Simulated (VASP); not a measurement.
# Cu (Fm-3m) in VASP: a series of runs

Runs on Cu. Level: PBEsol. Tasks: single point.

Everything below comes from runs of VASP 6.6.1. Logs are shortened: lines on timing, memory, paths and dates and some standing lists are left out, and cuts for length are marked.

## 1. The cell of the first run

It takes space group Fm-3m (No. 225, cubic). The conventional cell has a = 3.570 Å, b = 3.570 Å, c = 3.570 Å, α = 90.00°, β = 90.00°, γ = 90.00°. Within 3.3 Å of Cu (site symmetry m-3m) lie 12 Cu at 2.52 Å.

## 2. Single point, PBEsol

Contents of INCAR:

```
PREC = Accurate
ENCUT = 600
EDIFF = 1E-6
ISMEAR = 0
SIGMA = 0.1
LREAL = False
LASPH = True
NELM = 120
ALGO = Normal
ISIF = 2
LWAVE = False
LCHARG = False
GGA = PS
NBANDS = 12
GGA_COMPAT = False
```

Contents of KPOINTS:

```
regular mesh
0
Gamma
  8 8 8
```

Contents of POSCAR:

```
Cu
1.0
    0.0000000000      1.7850000000      1.7850000000
    1.7850000000      0.0000000000      1.7850000000
    1.7850000000      1.7850000000      0.0000000000
Cu
1
Direct
    0.0000000000      0.0000000000      0.0000000000
```

Potentials or basis: VASP PAW PBE potentials, release 64 (Cu).

Run with:

```console
$ cat potpaw_PBE.64/Cu/POTCAR > POTCAR
$ mpirun -np 1 vasp_std > vasp.out
```

OUTCAR:

```text
PREC = Accurate
   ENCUT = 600
   EDIFF = 1E-6
   ISMEAR = 0
   LREAL = False
   LASPH = True
   NELM = 120
   ISIF = 2
   GGA = PS

 ion  position               nearest neighbor table
   1  0.000  0.000  0.000-

  LATTYP: Found a face centered cubic cell.
 ALAT       =     3.5700000000

  Lattice vectors:

 A1 = (   0.0000000000,   1.7850000000,   1.7850000000)
 A2 = (   1.7850000000,   0.0000000000,   1.7850000000)
 A3 = (   1.7850000000,   1.7850000000,   0.0000000000)

Analysis of symmetry for initial positions (statically):
=====================================================================
 Subroutine PRICEL returns:
 Original cell was already a primitive cell.

 Routine SETGRP: Setting up the symmetry group for a
 face centered cubic supercell.

 Subroutine GETGRP returns: Found 48 space group operations
 (whereof 48 operations were pure point group operations)
 out of a pool of 48 trial point group operations.

The static configuration has the point symmetry O_h .

Analysis of symmetry for dynamics (positions and initial velocities):
=====================================================================
 Subroutine PRICEL returns:
 Original cell was already a primitive cell.

 Routine SETGRP: Setting up the symmetry group for a
 face centered cubic supercell.

 Subroutine GETGRP returns: Found 48 space group operations
 (whereof 48 operations were pure point group operations)
 out of a pool of 48 trial point group operations.

The dynamic configuration has the point symmetry O_h .

 Subroutine INISYM returns: Found 48 space group operations
 (whereof 48 operations are pure point group operations),
 and found     1 'primitive' translations

----------------------------------------------------------------------------------------

                                     Primitive cell

  volume of cell :      11.3748

  direct lattice vectors                    reciprocal lattice vectors
     0.000000000  1.785000000  1.785000000    -0.280112045  0.280112045  0.280112045
     1.785000000  0.000000000  1.785000000     0.280112045 -0.280112045  0.280112045
     1.785000000  1.785000000  0.000000000     0.280112045  0.280112045 -0.280112045

  length of vectors
     2.524371209  2.524371209  2.524371209     0.485168293  0.485168293  0.485168293

  position of ions in fractional coordinates (direct lattice)
     0.000000000  0.000000000  0.000000000

  ion indices of the primitive-cell ions
   primitive index   ion index
                 1           1

----------------------------------------------------------------------------------------

 KPOINTS: regular mesh

Automatic generation of k-mesh.
 Grid dimensions read from file:
 generate k-points for:    8    8    8

 Generating k-lattice:

  Cartesian coordinates                     Fractional coordinates (reciprocal lattice)
    -0.035014006  0.035014006  0.035014006     0.125000000  0.000000000  0.000000000
     0.035014006 -0.035014006  0.035014006     0.000000000  0.125000000  0.000000000
     0.035014006  0.035014006 -0.035014006     0.000000000  0.000000000  0.125000000

  Length of vectors
     0.060646037  0.060646037  0.060646037

  Shift w.r.t. Gamma in fractional coordinates (k-lattice)
     0.000000000  0.000000000  0.000000000

 Subroutine IBZKPT returns following result:
 ===========================================

 Found     29 irreducible k-points:

 Following reciprocal coordinates:
            Coordinates               Weight
  0.000000  0.000000  0.000000      1.000000
  0.125000  0.000000  0.000000      8.000000
  0.250000  0.000000  0.000000      8.000000
  0.375000  0.000000  0.000000      8.000000
  0.500000  0.000000  0.000000      4.000000
  0.125000  0.125000  0.000000      6.000000
[... 16 lines left out ...]
  0.500000  0.250000  0.125000     48.000000
 -0.375000  0.250000  0.125000     24.000000
 [... further k-points ...]
   k-points           NKPTS =     29   k-points in BZ     NKDIM =     29   number of bands    NBANDS=     12
   number of dos      NEDOS =    301   number of ions     NIONS =      1
   total plane-waves  NPLWV =   8000
   dimension x,y,z NGX =    20 NGY =   20 NGZ =   20
   dimension x,y,z NGXF=    40 NGYF=   40 NGZF=   40
   ions per type =               1
   NGX,Y,Z   is equivalent  to a cutoff of  13.17, 13.17, 13.17 a.u.
   NGXF,Y,Z  is equivalent  to a cutoff of  26.34, 26.34, 26.34 a.u.
 SYSTEM =  unknown system
   PREC   = accura    normal or accurate (medium, high low for compatibility)
   ISTART =      0    job   : 0-new  1-cont  2-samecut
   ICHARG =      2    charge: 1-file 2-atom 10-const
   ISPIN  =      1    spin polarized calculation?
   LNONCOLLINEAR =      F non collinear calculations
   LSORBIT =      F    spin-orbit coupling
   LASPH  =      T    aspherical Exc in radial PAW
   ENCUT  =  600.0 eV  44.10 Ry    6.64 a.u.   5.04  5.04  5.04*2*pi/ulx,y,z
   NELM   =    120;   NELMIN=  2; NELMDL= -5     # of ELM steps
   EDIFF  = 0.1E-05   stopping-criterion for ELM
   LREAL  =      F    real-space projection
   EDIFFG = 0.1E-04   stopping-criterion for IOM
   NSW    =      0    number of steps for IOM
   IBRION =     -1    ionic relax: 0-MD 1-quasi-New 2-CG
   NFREE  =      0    steps in history (QN), initial steepest desc. (CG)
   ISIF   =      2    stress and relaxation
   ISYM   =      2    0-nonsym 1-usesym 2-fastsym
   POTIM  = 0.5000    time-step for ionic-motion
   TEBEG  =    0.0;   TEEND  =   0.0 temperature during run
   PSTRESS=    0.0 pullay stress
   NELECT =      11.0000    total number of electrons
   NUPDOWN=      -1.0000    fix difference up-down
   EMIN   =  10.00;   EMAX   =-10.00  energy-range for DOS
   EFERMI =   0.00;   METHOD = LEGACY
   ISMEAR =     0;   SIGMA  =   0.10  broadening in eV -4-tet -1-fermi 0-gaus
   EFERMI_NEDOS =   21; number of points for ismear=-14 and -15
   IALGO  =     38    algorithm
   IMIX   =      4    mixing-type and parameters
     AMIX     =   0.40;   BMIX     =  1.00
     AMIX_MAG =   1.60;   BMIX_MAG =  1.00
  volume/ion in A,a.u.               =      11.37        76.76
  Fermi-wavevector in a.u.,A,eV,Ry     =   1.618915  3.059307 35.659337  2.620887
  Thomas-Fermi vector in A             =   2.713101
   LORBIT       =      0    0 simple, 1 ext, 2 COOP (PROOUT), +10 PAW based schemes
   GGA     = PS    functional components
   LHFCALC =     F    Hartree Fock is set to
   AEXX    =    0.0000 exact exchange contribution
   IVDW    =     0    specifies the selected vdW correction
   LEPSILON=     F    determine dielectric tensor
   LRPA    =     F    only Hartree local field effects (RPA)
 non-spin polarized calculation
 Gauss-broadening in eV      SIGMA  =   0.10
  energy-cutoff  :      600.00
  volume of cell :       11.37
 maximum number of plane-waves:       392
   NGX =  9   NGY =  9   NGZ =  9

 number of electron      11.0000013 magnetization

 Free energy of the ion-electron system (eV)
  ---------------------------------------------------
  ext. energy  EPLUGINS =         0.00000000
  ---------------------------------------------------
  free energy    TOTEN  =        -4.27580038 eV

  energy without entropy =       -4.27245942  energy(sigma->0) =       -4.27412990

 E-fermi :   7.8142     XC(G=0): -13.1275

 val. band max:        7.7414486865   @ k =   0.5000   0.2500   0.1250
 cond. band min:       7.9725972536   @ k =   0.5000   0.1250   0.0000
 fundamental gap:      0.2311485671
 Fermi energy:         7.8141541743

 k-point     1 :       0.0000    0.0000    0.0000
  band No.  band energies     occupation
      1      -1.8053      2.00000
      2       4.7417      2.00000
      3       4.7417      2.00000
      4       4.7417      2.00000
      5       5.6244      2.00000
      6       5.6244      2.00000
      7      30.7564      0.00000
      8      33.6658      0.00000
      9      33.6658      0.00000
     10      33.6658      0.00000
     11      36.1806      0.00000
     12      36.1806      0.00000

 k-point     2 :       0.1250    0.0000    0.0000
  band No.  band energies     occupation
      1      -1.2269      2.00000
      2       4.6234      2.00000
      3       4.8409      2.00000
      4       4.8409      2.00000
      5       5.5929      2.00000
      6       5.5929      2.00000
      7      27.0646      0.00000
      8      31.4673      0.00000
      9      32.4510      0.00000
     10      32.4510      0.00000
     11      38.0636      0.00000
     12      38.0759      0.00000

 k-point     3 :       0.2500    0.0000    0.0000
  band No.  band energies     occupation
      1       0.3706      2.00000
      2       4.4649      2.00000
      3       4.9086      2.00000
      4       4.9086      2.00000
      5       5.7095      2.00000
      6       5.7096      2.00000
      7      20.6094      0.00000
      8      30.6777      0.00000
      9      31.2273      0.00000
     10      31.2273      0.00000
     11      36.9491      0.00000
     12      36.9491      0.00000
[... 286 lines left out ...]
 k-point    23 :       0.5000    0.2500    0.1250
  band No.  band energies     occupation
      1       3.0476      2.00000
      2       4.1098      2.00000
      3       4.4480      2.00000
      4       5.3251      2.00000
      5       5.9776      2.00000
      6       7.7414      1.69615
      7      16.0741      0.00000
      8      21.6362      0.00000
      9      24.6237      0.00000
     10      32.2475      0.00000
     11      35.8537      0.00000
     12      39.7993      0.00000

 k-point    24 :      -0.3750    0.2500    0.1250
  band No.  band energies     occupation
      1       3.3731      2.00000
      2       4.1028      2.00000
      3       4.6566      2.00000
      4       5.2175      2.00000
      5       6.1658      2.00000
      6       9.9952      0.00000
      7      12.2956      0.00000
      8      22.3279      0.00000
      9      22.8301      0.00000
     10      31.9346      0.00000
     11      35.7447      0.00000
     12      43.2829      0.00000

 [... further k-points ...]

------------------------ aborting loop because EDIFF is reached ----------------------------------------

  FORCE on cell =-STRESS in cart. coord.  units (eV):
  Direction    XX          YY          ZZ          XY          YZ          ZX
  --------------------------------------------------------------------------------------
  -------------------------------------------------------------------------------------
  Total        0.0570705      0.0570705      0.0570705     -0.0000000     -0.0000000     -0.0000000
  in kB        8.0385475      8.0385475      8.0385475     -0.0000000     -0.0000000     -0.0000000
  external PRESSURE =       8.0385475 kB  Pullay stress =       0.0000000 kB

 VOLUME and BASIS-vectors are now :
 -----------------------------------------------------------------------------
  energy-cutoff  :      600.00
  volume of cell :       11.37
      direct lattice vectors                 reciprocal lattice vectors
     0.000000000  1.785000000  1.785000000    -0.280112045  0.280112045  0.280112045
     1.785000000  0.000000000  1.785000000     0.280112045 -0.280112045  0.280112045
     1.785000000  1.785000000  0.000000000     0.280112045  0.280112045 -0.280112045

 POSITION                                       TOTAL-FORCE (eV/Angst)
 -----------------------------------------------------------------------------------
      0.00000      0.00000      0.00000        -0.000000     -0.000000      0.000000
 -----------------------------------------------------------------------------------
    total drift:                                0.000000      0.000000      0.000000

  FREE ENERGIE OF THE ION-ELECTRON SYSTEM (eV)
  ---------------------------------------------------
  free  energy   TOTEN  =        -4.2758003847 eV

  energy  without entropy=       -4.2724594243  energy(sigma->0) =       -4.27412990
```

It took 8.5 s on 1 thread of Intel Xeon 8259CL, shared host; peak memory 0.12 GiB.

Results:

```
Free energy : -4.2758 eV
Pressure    : 0.8 GPa
```

Caveat: the k points lie up to 0.38 Å⁻¹ apart; the PAW data sets were made with another functional, which shifts forces and pressure a little.

## 3. Single point, PBEsol

This run uses another cell than the first one, of 11.31 Å³/atom, 0.994 times its volume.

Contents of INCAR:

```
ALGO = Normal
EDIFF = 1E-6
ENCUT = 600
GGA = PS
GGA_COMPAT = False
ISIF = 2
ISMEAR = 0
LASPH = True
LCHARG = False
LREAL = False
LWAVE = False
NBANDS = 12
NELM = 120
PREC = Accurate
SIGMA = 0.1
```

Contents of KPOINTS:

```
k-points
0
Gamma
  20 20 20
```

Contents of POSCAR:

```
Cu
1.0
    0.0000000000      1.7816070893      1.7816070893
    1.7816070893      0.0000000000      1.7816070893
    1.7816070893      1.7816070893      0.0000000000
Cu
1
Direct
    0.0000000000      0.0000000000      0.0000000000
```

Potentials or basis: VASP PAW PBE potentials, release 64 (Cu).

Run with:

```console
$ cat potpaw_PBE.64/Cu/POTCAR > POTCAR
$ mpirun -np 1 vasp_std > vasp.out
```

OUTCAR:

```text
EDIFF = 1E-6
   ENCUT = 600
   GGA = PS
   ISIF = 2
   ISMEAR = 0
   LASPH = True
   LREAL = False
   NELM = 120
   PREC = Accurate

 ion  position               nearest neighbor table
   1  0.000  0.000  0.000-

  LATTYP: Found a face centered cubic cell.
 ALAT       =     3.5632141786

  Lattice vectors:

 A1 = (   0.0000000000,   1.7816070893,   1.7816070893)
 A2 = (   1.7816070893,   0.0000000000,   1.7816070893)
 A3 = (   1.7816070893,   1.7816070893,   0.0000000000)

Analysis of symmetry for initial positions (statically):
=====================================================================
 Subroutine PRICEL returns:
 Original cell was already a primitive cell.

 Routine SETGRP: Setting up the symmetry group for a
 face centered cubic supercell.

 Subroutine GETGRP returns: Found 48 space group operations
 (whereof 48 operations were pure point group operations)
 out of a pool of 48 trial point group operations.

The static configuration has the point symmetry O_h .

Analysis of symmetry for dynamics (positions and initial velocities):
=====================================================================
 Subroutine PRICEL returns:
[... 167 lines left out ...]
      4       4.7856      2.00000
      5       5.6755      2.00000
      6       5.6755      2.00000
      7      30.8755      0.00000
      8      33.8289      0.00000
      9      33.8289      0.00000
     10      33.8289      0.00000
     11      36.3479      0.00000
     12      36.3479      0.00000
[... 331 lines left out ...]
 k-point    24 :      -0.3500    0.0500    0.0000
  band No.  band energies     occupation
      1       2.1345      2.00000
      2       4.8151      2.00000
      3       4.8584      2.00000
      4       4.9634      2.00000
      5       6.0097      2.00000
      6       6.3048      2.00000
      7      15.4616      0.00000
      8      28.2016      0.00000
      9      30.5851      0.00000
     10      31.7805      0.00000
     11      33.9970      0.00000
     12      35.8113      0.00000

 [... further k-points ...]

------------------------ aborting loop because EDIFF is reached ----------------------------------------

  FORCE on cell =-STRESS in cart. coord.  units (eV):
  Direction    XX          YY          ZZ          XY          YZ          ZX
  --------------------------------------------------------------------------------------
  -------------------------------------------------------------------------------------
  Total        0.0606376      0.0606376      0.0606376      0.0000000      0.0000000      0.0000000
  in kB        8.5898779      8.5898779      8.5898779      0.0000000      0.0000000      0.0000000
  external PRESSURE =       8.5898779 kB  Pullay stress =       0.0000000 kB

 VOLUME and BASIS-vectors are now :
 -----------------------------------------------------------------------------
  energy-cutoff  :      600.00
  volume of cell :       11.31
      direct lattice vectors                 reciprocal lattice vectors
     0.000000000  1.781607089  1.781607089    -0.280645493  0.280645493  0.280645493
     1.781607089  0.000000000  1.781607089     0.280645493 -0.280645493  0.280645493
     1.781607089  1.781607089  0.000000000     0.280645493  0.280645493 -0.280645493

 POSITION                                       TOTAL-FORCE (eV/Angst)
 -----------------------------------------------------------------------------------
      0.00000      0.00000      0.00000         0.000000      0.000000      0.000000
 -----------------------------------------------------------------------------------
    total drift:                                0.000000      0.000000      0.000000

  FREE ENERGIE OF THE ION-ELECTRON SYSTEM (eV)
  ---------------------------------------------------
  free  energy   TOTEN  =        -4.3100135393 eV

  energy  without entropy=       -4.3087242223  energy(sigma->0) =       -4.30936888
```

Wall time 46 s (1 thread of Intel Xeon 8259CL, shared host); peak memory 0.16 GiB.

Results:

```
Free energy : -4.3100 eV
Pressure    : 0.9 GPa
```

Caveat: the PAW data sets were made with another functional, which shifts forces and pressure a little.
